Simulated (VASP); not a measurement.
A run of VASP 6.6.1 is set up as follows.

The input INCAR:

```
ALGO = Normal
EDIFF = 1E-6
EDIFFG = -0.04
ENCUT = 600
GGA = PE
IBRION = 2
ISIF = 3
ISMEAR = 0
LASPH = T
LCHARG = F
LREAL = F
LWAVE = F
NELM = 60
NSW = 90
PREC = Accurate
SIGMA = 0.1
```

File KPOINTS:

```
k-points
0
Gamma
  4 4 4
```

POSCAR

```
La3N
1.0
    4.6510138065      0.0000000000      0.0000000000
    0.0000000000      4.6510138065      0.0000000000
    0.0000000000      0.0000000000      6.8248668045
La N
3 1
Direct
    0.5000000000      0.0000000000      0.1002492563
    0.0000000000      0.5000000000      0.1002492563
    0.5000000000      0.5000000000      0.6498894305
    0.5000000000      0.5000000000      0.9789767370
```

Potentials or basis: VASP PAW PBE potentials, release 64 (La, N).

The run is started by

```sh
$ cat potpaw_PBE.64/La/POTCAR potpaw_PBE.64/N/POTCAR > POTCAR
$ mpirun -np 1 vasp_std > vasp.out
```

Estimate the relaxed cell.

a = 4.678 Å, b = 4.678 Å, c = 6.756 Å, α = 90.00°, β = 90.00°, γ = 90.00°.

What does it give for the band gap on the k mesh?

Zero (bands 19 and 20 overlap by 0.43 eV).

Estimate the space group after relaxing (to 0.1 Å).

P4mm (No. 99).

The path:
| step | energy change (eV) | largest force (eV/Å) | pressure (GPa) | volume (Å³) |
| --- | --- | --- | --- | --- |
| 1 | 0.0000 | 0.0566 | 0.09 | 147.64 |
| 2 | -0.0026 | 0.0677 | -0.01 | 148.09 |
| 3 | -0.0027 | 0.0891 | -0.04 | 148.17 |
| 4 | -0.0034 | 0.0595 | -0.06 | 148.05 |
| 5 | -0.0041 | 0.0178 | -0.07 | 147.87 |

Caveat: spin-orbit coupling is left out, which moves the levels of the heavy elements.
